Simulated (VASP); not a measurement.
# CoSi2 (Fm-3m) in VASP: notebook

CoSi2 is run at these levels: LDA, PBE; tasks: single point.

Everything below comes from runs of VASP 6.6.1. Logs are shortened: lines on timing, memory, paths and dates and some standing lists are left out, and cuts for length are marked.

## 1. The cell of the first run

Symmetry: Fm-3m, No. 225, cubic system. The conventional cell has a = 5.356 Å, b = 5.356 Å, c = 5.356 Å, α = 90.00°, β = 90.00°, γ = 90.00°. Co (site symmetry m-3m) has 8 Si at 2.32 Å within 3.1 Å. Within 3.1 Å of Si (site symmetry -43m) lie 4 Co at 2.32 Å and 6 Si at 2.68 Å.

## 2. Single point, LDA, collinear spin, ferromagnetic start

The input, INCAR:

```
SYSTEM = CoSi2
ALGO = Normal ; EDIFF = 1E-6
ENCUT = 520 ; GGA = CA
ISIF = 2 ; ISMEAR = -1
ISPIN = 2 ; LASPH = .True.
LCHARG = .False. ; LMAXMIX = 4
LORBIT = 11 ; LREAL = .False.
LWAVE = .False. ; MAGMOM = 2 0 0
NBANDS = 20 ; NELM = 150
PREC = Accurate ; SIGMA = 0.05
```

The input, KPOINTS:

```
k-points
0
Gamma
  9 9 9
  0 0 0
```

The input, POSCAR:

```
CoSi2
1.0
    0.0000000000      2.6780000000      2.6780000000
    2.6780000000      0.0000000000      2.6780000000
    2.6780000000      2.6780000000      0.0000000000
Co Si
1 2
Direct
    0.0000000000      0.0000000000      0.0000000000
    0.7500000000      0.7500000000      0.7500000000
    0.2500000000      0.2500000000      0.2500000000
```

Potentials or basis: VASP PAW LDA potentials, release 64 (Co, Si).

Command:

```console
cat potpaw_LDA.64/Co/POTCAR potpaw_LDA.64/Si/POTCAR > POTCAR
mpirun -np 1 vasp_std > vasp.out
```

OUTCAR:

```text
SYSTEM = CoSi2
   EDIFF = 1E-6
   ENCUT = 520
   GGA = CA
   ISIF = 2
   ISMEAR = -1
   ISPIN = 2
   LASPH = .True.
   LORBIT = 11
   LREAL = .False.
   NELM = 150
   PREC = Accurate

 ion  position               nearest neighbor table
   1  0.000  0.000  0.000-   2 2.32   3 2.32   2 2.32   2 2.32   3 2.32   2 2.32   3 2.32   3 2.32

   2  0.750  0.750  0.750-   1 2.32   1 2.32   1 2.32   1 2.32   3 2.68   3 2.68   3 2.68   3 2.68
                             3 2.68   3 2.68
   3  0.250  0.250  0.250-   1 2.32   1 2.32   1 2.32   1 2.32   2 2.68   2 2.68   2 2.68   2 2.68
                             2 2.68   2 2.68

  LATTYP: Found a face centered cubic cell.
 ALAT       =     5.3560000000

  Lattice vectors:

 A1 = (   0.0000000000,   2.6780000000,   2.6780000000)
 A2 = (   2.6780000000,   0.0000000000,   2.6780000000)
 A3 = (   2.6780000000,   2.6780000000,   0.0000000000)

Analysis of symmetry for initial positions (statically):
=====================================================================
 Subroutine PRICEL returns:
 Original cell was already a primitive cell.

 Routine SETGRP: Setting up the symmetry group for a
 face centered cubic supercell.

 Subroutine GETGRP returns: Found 48 space group operations
 (whereof 48 operations were pure point group operations)
 out of a pool of 48 trial point group operations.

The static configuration has the point symmetry O_h .

Analysis of symmetry for dynamics (positions and initial velocities):
=====================================================================
 Subroutine PRICEL returns:
 Original cell was already a primitive cell.

 Routine SETGRP: Setting up the symmetry group for a
 face centered cubic supercell.

 Subroutine GETGRP returns: Found 48 space group operations
 (whereof 48 operations were pure point group operations)
 out of a pool of 48 trial point group operations.

The dynamic configuration has the point symmetry O_h .

Analysis of structural, dynamic, and magnetic symmetry:
=====================================================================
 Subroutine PRICEL returns:
 Original cell was already a primitive cell.

 Routine SETGRP: Setting up the symmetry group for a
 face centered cubic supercell.

 Subroutine GETGRP returns: Found 48 space group operations
 (whereof 48 operations were pure point group operations)
 out of a pool of 48 trial point group operations.

The overall configuration has the point symmetry O_h .

 Subroutine INISYM returns: Found 48 space group operations
 (whereof 48 operations are pure point group operations),
 and found     1 'primitive' translations

----------------------------------------------------------------------------------------

                                     Primitive cell

  volume of cell :      38.4115

  direct lattice vectors                    reciprocal lattice vectors
     0.000000000  2.678000000  2.678000000    -0.186706497  0.186706497  0.186706497
     2.678000000  0.000000000  2.678000000     0.186706497 -0.186706497  0.186706497
     2.678000000  2.678000000  0.000000000     0.186706497  0.186706497 -0.186706497

  length of vectors
     3.787263920  3.787263920  3.787263920     0.323385140  0.323385140  0.323385140

  position of ions in fractional coordinates (direct lattice)
     0.000000000  0.000000000  0.000000000
     0.750000000  0.750000000  0.750000000
     0.250000000  0.250000000  0.250000000

  ion indices of the primitive-cell ions
   primitive index   ion index
                 1           1
                 2           2
                 3           3

----------------------------------------------------------------------------------------

 KPOINTS: k-points

Automatic generation of k-mesh.
 Grid dimensions read from file:
 generate k-points for:    9    9    9

 Generating k-lattice:

  Cartesian coordinates                     Fractional coordinates (reciprocal lattice)
    -0.020745166  0.020745166  0.020745166     0.111111111  0.000000000  0.000000000
     0.020745166 -0.020745166  0.020745166     0.000000000  0.111111111  0.000000000
     0.020745166  0.020745166 -0.020745166     0.000000000  0.000000000  0.111111111

  Length of vectors
     0.035931682  0.035931682  0.035931682

  Shift w.r.t. Gamma in fractional coordinates (k-lattice)
     0.000000000  0.000000000  0.000000000

 Subroutine IBZKPT returns following result:
 ===========================================

 Found     35 irreducible k-points:

 Following reciprocal coordinates:
            Coordinates               Weight
  0.000000  0.000000  0.000000      1.000000
  0.111111  0.000000  0.000000      8.000000
  0.222222  0.000000  0.000000      8.000000
  0.333333  0.000000  0.000000      8.000000
  0.444444  0.000000  0.000000      8.000000
  0.111111  0.111111  0.000000      6.000000
[... 16 lines left out ...]
 -0.333333  0.333333  0.000000     12.000000
  0.444444  0.444444  0.000000      6.000000
 [... further k-points ...]
   k-points           NKPTS =     35   k-points in BZ     NKDIM =     35   number of bands    NBANDS=     20
   number of dos      NEDOS =    301   number of ions     NIONS =      3
   total plane-waves  NPLWV =  21952
   dimension x,y,z NGX =    28 NGY =   28 NGZ =   28
   dimension x,y,z NGXF=    56 NGYF=   56 NGZF=   56
   ions per type =               1   2
   NGX,Y,Z   is equivalent  to a cutoff of  12.29, 12.29, 12.29 a.u.
   NGXF,Y,Z  is equivalent  to a cutoff of  24.58, 24.58, 24.58 a.u.
 SYSTEM =  CoSi2
   PREC   = accura    normal or accurate (medium, high low for compatibility)
   ISTART =      0    job   : 0-new  1-cont  2-samecut
   ICHARG =      2    charge: 1-file 2-atom 10-const
   ISPIN  =      2    spin polarized calculation?
   LNONCOLLINEAR =      F non collinear calculations
   LSORBIT =      F    spin-orbit coupling
   LASPH  =      T    aspherical Exc in radial PAW
   ENCUT  =  520.0 eV  38.22 Ry    6.18 a.u.   7.04  7.04  7.04*2*pi/ulx,y,z
   NELM   =    150;   NELMIN=  2; NELMDL= -5     # of ELM steps
   EDIFF  = 0.1E-05   stopping-criterion for ELM
   LREAL  =      F    real-space projection
   EDIFFG = 0.1E-04   stopping-criterion for IOM
   NSW    =      0    number of steps for IOM
   IBRION =     -1    ionic relax: 0-MD 1-quasi-New 2-CG
   NFREE  =      0    steps in history (QN), initial steepest desc. (CG)
   ISIF   =      2    stress and relaxation
   ISYM   =      2    0-nonsym 1-usesym 2-fastsym
   POTIM  = 0.5000    time-step for ionic-motion
   TEBEG  =    0.0;   TEEND  =   0.0 temperature during run
   PSTRESS=    0.0 pullay stress
   NELECT =      17.0000    total number of electrons
   NUPDOWN=      -1.0000    fix difference up-down
   EMIN   =  10.00;   EMAX   =-10.00  energy-range for DOS
[... 5 lines left out ...]
     AMIX     =   0.40;   BMIX     =  1.00
     AMIX_MAG =   1.60;   BMIX_MAG =  1.00
  volume/ion in A,a.u.               =      12.80        86.40
  Fermi-wavevector in a.u.,A,eV,Ry     =   1.247586  2.357596 21.177078  1.556471
  Thomas-Fermi vector in A             =   2.381712
   LORBIT       =     11    0 simple, 1 ext, 2 COOP (PROOUT), +10 PAW based schemes
   GGA     = CA    functional components
   LHFCALC =     F    Hartree Fock is set to
   AEXX    =    0.0000 exact exchange contribution
   IVDW    =     0    specifies the selected vdW correction
   LEPSILON=     F    determine dielectric tensor
   LRPA    =     F    only Hartree local field effects (RPA)
 spin polarized calculation
  energy-cutoff  :      520.00
  volume of cell :       38.41
 maximum number of plane-waves:      1044
   NGX = 15   NGY = 15   NGZ = 15

 number of electron      16.9999995 magnetization       0.0028749

 number of electron      16.9999995 magnetization      -0.0000961

 Free energy of the ion-electron system (eV)
  ---------------------------------------------------
  ext. energy  EPLUGINS =         0.00000000
  ---------------------------------------------------
  free energy    TOTEN  =       -21.88434777 eV

  energy without entropy =      -21.87429382  energy(sigma->0) =      -21.87932080

 E-fermi :   9.9603     XC(G=0): -11.9090

 val. band max:        9.9283351189   @ k =  -0.2222   0.1111   0.0000
 cond. band min:       9.9916895920   @ k =   0.3333   0.1111   0.0000
 fundamental gap:      0.0633544731
 Fermi energy:         9.9603336747

 spin component 1

 k-point     1 :       0.0000    0.0000    0.0000
  band No.  band energies     occupation
      1      -3.0785      1.00000
      2       5.9030      1.00000
      3       5.9030      1.00000
      4       5.9030      1.00000
      5       8.0874      1.00000
      6       8.0874      1.00000
[... 12 lines left out ...]
     19      20.3857      0.00000
     20      24.7364      0.00000
[... 507 lines left out ...]
 k-point    24 :       0.4444    0.4444    0.0000
  band No.  band energies     occupation
      1       0.5681      1.00000
      2       3.3270      1.00000
      3       3.6050      1.00000
      4       6.3392      1.00000
      5       6.3392      1.00000
      6       8.0994      1.00000
[... 12 lines left out ...]
     19      25.0368      0.00000
     20      25.0368      0.00000

 [... further k-points ...]

 spin component 2

 k-point     1 :       0.0000    0.0000    0.0000
  band No.  band energies     occupation
      1      -3.0785      1.00000
      2       5.9030      1.00000
      3       5.9030      1.00000
      4       5.9030      1.00000
      5       8.0874      1.00000
      6       8.0874      1.00000
[... 12 lines left out ...]
     19      20.3856      0.00000
     20      24.7364      0.00000
[... 507 lines left out ...]
 k-point    24 :       0.4444    0.4444    0.0000
  band No.  band energies     occupation
      1       0.5680      1.00000
      2       3.3269      1.00000
      3       3.6049      1.00000
      4       6.3392      1.00000
      5       6.3392      1.00000
      6       8.0994      1.00000
[... 12 lines left out ...]
     19      25.0367      0.00000
     20      25.0367      0.00000

 [... further k-points ...]
[... 5 lines left out ...]
  --------------------------------------------------------------------------------------
  -------------------------------------------------------------------------------------
  Total       -1.9585821     -1.9585821     -1.9585821     -0.0000000      0.0000000     -0.0000000
  in kB      -81.6940909    -81.6940909    -81.6940909     -0.0000000      0.0000000     -0.0000000
  external PRESSURE =     -81.6940909 kB  Pullay stress =       0.0000000 kB

 VOLUME and BASIS-vectors are now :
 -----------------------------------------------------------------------------
  energy-cutoff  :      520.00
  volume of cell :       38.41
      direct lattice vectors                 reciprocal lattice vectors
     0.000000000  2.678000000  2.678000000    -0.186706497  0.186706497  0.186706497
     2.678000000  0.000000000  2.678000000     0.186706497 -0.186706497  0.186706497
     2.678000000  2.678000000  0.000000000     0.186706497  0.186706497 -0.186706497

 POSITION                                       TOTAL-FORCE (eV/Angst)
 -----------------------------------------------------------------------------------
      0.00000      0.00000      0.00000        -0.000000      0.000000      0.000000
      4.01700      4.01700      4.01700         0.000000      0.000000     -0.000000
      1.33900      1.33900      1.33900        -0.000000     -0.000000      0.000000
 -----------------------------------------------------------------------------------
    total drift:                               -0.000000     -0.000000      0.000000

  FREE ENERGIE OF THE ION-ELECTRON SYSTEM (eV)
  ---------------------------------------------------
  free  energy   TOTEN  =       -21.8843477740 eV

  energy  without entropy=      -21.8742938177  energy(sigma->0) =      -21.87932080

 total charge

# of ion       s       p       d       tot
------------------------------------------
    1        0.543   0.717   7.621   8.880
    2        0.725   0.878   0.000   1.603
    3        0.725   0.878   0.000   1.603
--------------------------------------------------
tot          1.992   2.473   7.621  12.086

 magnetization (x)

# of ion       s       p       d       tot
------------------------------------------
    1       -0.000  -0.000  -0.000  -0.000
    2        0.000  -0.000   0.000   0.000
    3        0.000  -0.000   0.000   0.000
--------------------------------------------------
tot          0.000  -0.000  -0.000  -0.000
```

It took 32 s on 1 thread of Intel Xeon Platinum 8488C (Sapphire Rapids), shared host; peak memory 0.17 GiB.

What came out:

| Property | Result |
| --- | --- |
| Free energy | -21.8843 eV |
| Pressure | -8.2 GPa |
| Net moment | 0.00 μB per cell |
| Valence electrons inside the program's atomic spheres | Co 8.88; Si 1.60 |

Caveat: the starting moments collapsed, and a magnetic state may lie lower.

[end of part 1 of 2]
